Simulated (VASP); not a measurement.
# ReMo7S16 (P-6m2) in VASP: notebook, part 3 of 3

VASP 6.6.1. The steps go on from the part before.

## (4) Single point, PBEsol+U, collinear spin, zero start

The input, INCAR:

```
SYSTEM = ReMo7S16
  PREC = Accurate
  ENCUT = 520
  EDIFF = 1E-6
  ISMEAR = 0
  SIGMA = 0.05
  LREAL = Auto
  LASPH = .TRUE.
  NELM = 150
  ALGO = Normal
  ISIF = 2
  LWAVE = .FALSE.
  LCHARG = .FALSE.
  ISPIN = 2
  MAGMOM = 0 0 0 0 0 0 0 0 0 0 0 0 0 0 0 0 0 0 0 0 0 0 0 0
  LORBIT = 11
  LMAXMIX = 4
  LDAU = .TRUE.
  LDAUTYPE = 2
  LDAUL = 2 -1 -1
  LDAUU = 2 0 0
  LDAUJ = 0 0 0
  LDAUPRINT = 1
  GGA = PS
  NBANDS = 122
  LUSENCCL = .FALSE.
```

The input, KPOINTS:

```
Automatic mesh
0
G
  3 3 2
  0 0 0
```

The input, POSCAR:

```
ReMo7S16
1.0
    6.3379961000      0.0000000000      0.0000000000
   -3.1689980000      5.4888656000      0.0000000000
    0.0000000000      0.0000000000     12.3240000000
Re Mo S
1 7 16
Direct
    0.1666666667      0.3333333333      0.2500000000
    0.1648309489      0.8324154744      0.2500000000
    0.6675845256      0.3351690511      0.2500000000
    0.6675845256      0.8324154744      0.2500000000
    0.3333279472      0.1666720528      0.7500000000
    0.3333279472      0.6666558945      0.7500000000
    0.8333441055      0.1666720528      0.7500000000
    0.8333333333      0.6666666667      0.7500000000
    0.1666666667      0.3333333333      0.6241038936
    0.1667169548      0.8333584774      0.6240794844
    0.6666415226      0.3332830452      0.6240794844
    0.6666415226      0.8333584774      0.6240794844
    0.3321583312      0.1678416688      0.1250631807
    0.3321583312      0.6643166625      0.1250631807
    0.8356833375      0.1678416688      0.1250631807
    0.8333333333      0.6666666667      0.1235096617
    0.1666666667      0.3333333333      0.8758961064
    0.1667169548      0.8333584774      0.8759205156
    0.6666415226      0.3332830452      0.8759205156
    0.6666415226      0.8333584774      0.8759205156
    0.3321583312      0.1678416688      0.3749368193
    0.3321583312      0.6643166625      0.3749368193
    0.8356833375      0.1678416688      0.3749368193
    0.8333333333      0.6666666667      0.3764903383
```

Potentials or basis: VASP PAW PBE potentials, release 64 (Re, Mo_sv, S).

Launch:

```sh
$ cat potpaw_PBE.64/Re/POTCAR potpaw_PBE.64/Mo_sv/POTCAR potpaw_PBE.64/S/POTCAR > POTCAR
$ mpirun -np 1 vasp_std > vasp.out
```

OUTCAR:

```text
SYSTEM = ReMo7S16
   PREC = Accurate
   ENCUT = 520
   EDIFF = 1E-6
   ISMEAR = 0
   LREAL = Auto
   LASPH = .TRUE.
   NELM = 150
   ISIF = 2
   ISPIN = 2
   LORBIT = 11
   GGA = PS

 ion  position               nearest neighbor table
   1  0.167  0.333  0.250-  13 2.38  21 2.38  14 2.38  22 2.38  15 2.38  23 2.38   2 3.17   2 3.17
                             4 3.17   4 3.17   3 3.17   3 3.17
   2  0.165  0.832  0.250-  16 2.40  24 2.40  22 2.40  14 2.40  13 2.40  21 2.40   3 3.15   4 3.15
                             1 3.17   1 3.17   3 3.19   4 3.19
   3  0.668  0.335  0.250-  16 2.40  24 2.40  23 2.40  15 2.40  13 2.40  21 2.40   4 3.15   2 3.15
                             1 3.17   1 3.17   4 3.19   2 3.19
   4  0.668  0.832  0.250-  16 2.40  24 2.40  23 2.40  15 2.40  14 2.40  22 2.40   3 3.15   2 3.15
                             1 3.17   1 3.17   3 3.19   2 3.19
   5  0.333  0.167  0.750-   9 2.40  17 2.40  10 2.40  18 2.40  11 2.40  19 2.40   6 3.17   7 3.17
                             8 3.17   8 3.17   6 3.17   7 3.17
   6  0.333  0.667  0.750-   9 2.40  17 2.40  10 2.40  18 2.40  12 2.40  20 2.40   5 3.17   7 3.17
                             8 3.17   8 3.17   5 3.17   7 3.17
   7  0.833  0.167  0.750-   9 2.40  17 2.40  12 2.40  20 2.40  19 2.40  11 2.40   6 3.17   5 3.17
                             8 3.17   8 3.17   6 3.17   5 3.17
   8  0.833  0.667  0.750-  11 2.40  19 2.40  12 2.40  20 2.40  10 2.40  18 2.40   7 3.17   7 3.17
                             5 3.17   5 3.17   6 3.17   6 3.17
   9  0.167  0.333  0.624-   5 2.40   6 2.40   7 2.40
  10  0.167  0.833  0.624-   5 2.40   6 2.40   8 2.40
  11  0.667  0.333  0.624-   7 2.40   5 2.40   8 2.40
  12  0.667  0.833  0.624-   7 2.40   6 2.40   8 2.40
  13  0.332  0.168  0.125-   1 2.38   2 2.40   3 2.40
  14  0.332  0.664  0.125-   1 2.38   2 2.40   4 2.40
[... 8 lines left out ...]
  23  0.836  0.168  0.375-   1 2.38   3 2.40   4 2.40
  24  0.833  0.667  0.376-   4 2.40   3 2.40   2 2.40

  LATTYP: Found a hexagonal cell.
 ALAT       =     6.3379961000
 C/A-ratio  =     1.9444631719

  Lattice vectors:

 A1 = (   6.3379961000,   0.0000000000,   0.0000000000)
 A2 = (  -3.1689980000,   5.4888656000,   0.0000000000)
 A3 = (   0.0000000000,   0.0000000000,  12.3240000000)

Analysis of symmetry for initial positions (statically):
=====================================================================
 Subroutine PRICEL returns:
 Original cell was already a primitive cell.

 Routine SETGRP: Setting up the symmetry group for a
 hexagonal supercell.

 Subroutine GETGRP returns: Found 12 space group operations
 (whereof  2 operations were pure point group operations)
 out of a pool of 24 trial point group operations.

The static configuration has the point symmetry C_1h.
 The point group associated with its full space group is D_3h.

Analysis of symmetry for dynamics (positions and initial velocities):
=====================================================================
 Subroutine PRICEL returns:
 Original cell was already a primitive cell.

 Routine SETGRP: Setting up the symmetry group for a
 hexagonal supercell.

 Subroutine GETGRP returns: Found 12 space group operations
 (whereof  2 operations were pure point group operations)
 out of a pool of 24 trial point group operations.

The dynamic configuration has the point symmetry C_1h.
 The point group associated with its full space group is D_3h.
[... 210 lines left out ...]
  o =  0.4955  v = -0.0000 -0.0000 -0.0000 -0.0000 -0.0000  0.9175 -0.0000  0.0000 -0.0000  0.3976      0.0000  0.0000  0.0000  0.0000  0.0000 -0.0000  0.0000 -0.0000  0.0000 -0.0000
  o =  0.4955  v =  0.0000  0.0000  0.0000  0.0000  0.0000 -0.3976 -0.0000  0.0000 -0.0000  0.9175      0.0000  0.0000  0.0000  0.0000  0.0000  0.0000  0.0000  0.0000  0.0000  0.0000
  o =  0.4955  v =  0.9878 -0.0000  0.0000  0.0000  0.1560 -0.0000 -0.0000 -0.0000 -0.0000 -0.0000     -0.0000  0.0000 -0.0000 -0.0000 -0.0000  0.0000  0.0000  0.0000  0.0000  0.0000
  o =  0.4955  v = -0.1560 -0.0000  0.0000  0.0000  0.9878  0.0000  0.0000  0.0000  0.0000  0.0000      0.0000  0.0000  0.0000  0.0000  0.0000  0.0000  0.0000  0.0000  0.0000  0.0000
  o =  0.6063  v =  0.0000  0.0000  0.0000  0.0000  0.0000 -0.0000 -0.0000  1.0000  0.0000 -0.0000      0.0000  0.0000  0.0000  0.0000  0.0000  0.0000  0.0000  0.0000  0.0000  0.0000
  o =  0.6063  v = -0.0000 -0.0000  1.0000 -0.0000 -0.0000  0.0000  0.0000  0.0000  0.0000  0.0000      0.0000  0.0000  0.0000  0.0000  0.0000  0.0000  0.0000  0.0000  0.0000  0.0000

 number of electron     200.9999988 magnetization       0.0000734

 Free energy of the ion-electron system (eV)
  ---------------------------------------------------
  ext. energy  EPLUGINS =         0.00000000
  ---------------------------------------------------
  free energy    TOTEN  =      -184.84711187 eV

  energy without entropy =     -184.84036914  energy(sigma->0) =     -184.84374050

 E-fermi :   8.1338     XC(G=0): -10.9756

 val. band max:        8.1195058107   @ k =   0.3333   0.3333   0.0000
 cond. band min:       8.1798474979   @ k =   0.3333   0.3333   0.5000
 fundamental gap:      0.0603416872
 Fermi energy:         8.1337629643

 spin component 1

 k-point     1 :       0.0000    0.0000    0.0000
  band No.  band energies     occupation
      1     -54.2735      1.00000
      2     -54.2430      1.00000
      3     -54.2430      1.00000
      4     -53.9990      1.00000
      5     -53.9602      1.00000
      6     -53.9576      1.00000
[... 679 lines left out ...]
    111       8.9431      0.00000
    112       9.1081      0.00000
 Fermi energy:         8.1337629643

 spin component 2

 k-point     1 :       0.0000    0.0000    0.0000
  band No.  band energies     occupation
      1     -54.2735      1.00000
      2     -54.2430      1.00000
      3     -54.2430      1.00000
      4     -53.9990      1.00000
      5     -53.9602      1.00000
      6     -53.9576      1.00000
[... 679 lines left out ...]
    111       8.9431      0.00000
    112       9.1081      0.00000
 [bands above 112 left out]

------------------------ aborting loop because EDIFF is reached ----------------------------------------

  FORCE on cell =-STRESS in cart. coord.  units (eV):
  Direction    XX          YY          ZZ          XY          YZ          ZX
  --------------------------------------------------------------------------------------
  -------------------------------------------------------------------------------------
  Total       -6.6378585     -6.6378584      0.6142931     -0.0000001     -0.0000000      0.0000000
  in kB      -24.8057475    -24.8057472      2.2956199     -0.0000002     -0.0000000      0.0000000
  external PRESSURE =     -15.7719583 kB  Pullay stress =       0.0000000 kB

 VOLUME and BASIS-vectors are now :
 -----------------------------------------------------------------------------
  energy-cutoff  :      520.00
  volume of cell :      428.73
      direct lattice vectors                 reciprocal lattice vectors
     6.337996100  0.000000000  0.000000000     0.157778576  0.091093502 -0.000000000
    -3.168998000  5.488865600  0.000000000     0.000000000  0.182187008  0.000000000
     0.000000000  0.000000000 12.324000000     0.000000000 -0.000000000  0.081142486

 POSITION                                       TOTAL-FORCE (eV/Angst)
 -----------------------------------------------------------------------------------
      0.00000      1.82962      3.08100        -0.000000      0.000000     -0.000000
     -1.59323      4.56902      3.08100        -0.008841     -0.005105     -0.000000
      3.16900      1.83970      3.08100         0.000000      0.010209     -0.000000
      1.59323      4.56902      3.08100         0.008841     -0.005105     -0.000000
      1.58445      0.91484      9.24300        -0.001777      0.001026     -0.000000
      0.00000      3.65918      9.24300        -0.000000     -0.002051     -0.000000
[... 16 lines left out ...]
      4.76467      0.92126      4.62072        -0.039650     -0.022892      0.047177
      3.16900      3.65924      4.63987        -0.000000     -0.000000      0.007578
 -----------------------------------------------------------------------------------
    total drift:                                0.000006     -0.000003      0.000000

  FREE ENERGIE OF THE ION-ELECTRON SYSTEM (eV)
  ---------------------------------------------------
  free  energy   TOTEN  =      -184.8471118664 eV

  energy  without entropy=     -184.8403691388  energy(sigma->0) =     -184.84374050

 total charge

# of ion       s       p       d       tot
------------------------------------------
    1        0.533   0.652   4.885   6.070
    2        2.299   6.220   3.980  12.499
    3        2.299   6.220   3.980  12.499
    4        2.299   6.220   3.980  12.499
    5        2.295   6.223   3.975  12.494
    6        2.295   6.223   3.975  12.494
[... 16 lines left out ...]
   23        1.360   2.310   0.000   3.670
   24        1.359   2.318   0.000   3.678
--------------------------------------------------
tot         38.340  81.293  32.725 152.358

 magnetization (x)

# of ion       s       p       d       tot
------------------------------------------
    1        0.000   0.000   0.000   0.000
    2        0.000   0.000   0.000   0.000
    3        0.000   0.000   0.000   0.000
    4        0.000   0.000   0.000   0.000
    5        0.000  -0.000   0.000   0.000
    6        0.000  -0.000   0.000   0.000
[... 16 lines left out ...]
   23        0.000  -0.000   0.000  -0.000
   24        0.000  -0.000   0.000  -0.000
--------------------------------------------------
tot          0.000  -0.000   0.000   0.000
```

Run time: 2.5 min. Hardware: 1 × NVIDIA H100 80GB with 1 thread of AMD EPYC 7R13 (Zen 3), shared host; peak memory 1.7 GiB.

What came out:

- Free energy: -184.8471 eV
- Pressure: -1.6 GPa
- Largest force: 0.066 eV/Å
- Net moment: 0.00 μB per cell
- Valence electrons inside the program's atomic spheres: Re 6.07; Mo 12.50, 12.49 (each value once); S 3.68, 3.67 (each value once)

Forces in eV/Å, atoms in the order of the input:
```
Re   0.000  0.000  0.000
Mo  -0.009 -0.005  0.000
Mo   0.000  0.010  0.000
Mo   0.009 -0.005  0.000
Mo  -0.002  0.001  0.000
Mo   0.000 -0.002  0.000
Mo   0.002  0.001  0.000
Mo   0.000  0.000  0.000
S    0.000  0.000 -0.009
S    0.000  0.000 -0.010
S    0.000  0.000 -0.010
S    0.000  0.000 -0.010
S    0.040 -0.023 -0.047
S    0.000  0.046 -0.047
S   -0.040 -0.023 -0.047
S    0.000  0.000 -0.008
S    0.000  0.000  0.009
S    0.000  0.000  0.010
S    0.000  0.000  0.010
S    0.000  0.000  0.010
S    0.040 -0.023  0.047
S    0.000  0.046  0.047
S   -0.040 -0.023  0.047
S    0.000  0.000  0.008
```

Stress tensor (GPa, compression positive):
```
-2.48  0.00  0.00
 0.00 -2.48  0.00
 0.00  0.00  0.23
```

Eigenvalues of the final occupation matrices:
| site | spin | trace | eigenvalues |
| --- | --- | --- | --- |
| site 1 d | 1 | 2.48 | 0.44 0.44 0.50 0.50 0.61 |
| site 1 d | 2 | 2.48 | 0.44 0.44 0.50 0.50 0.61 |

Caveat: the k points lie up to 0.38 Å⁻¹ apart; no moment was typed at the start, so none could form; the PAW data sets were made with another functional, which shifts forces and pressure a little; spin-orbit coupling is left out, which moves the levels of the heavy elements; this functional lacks dispersion, which binds layers or chains, so the pressure and a relaxed spacing across them are unreliable.
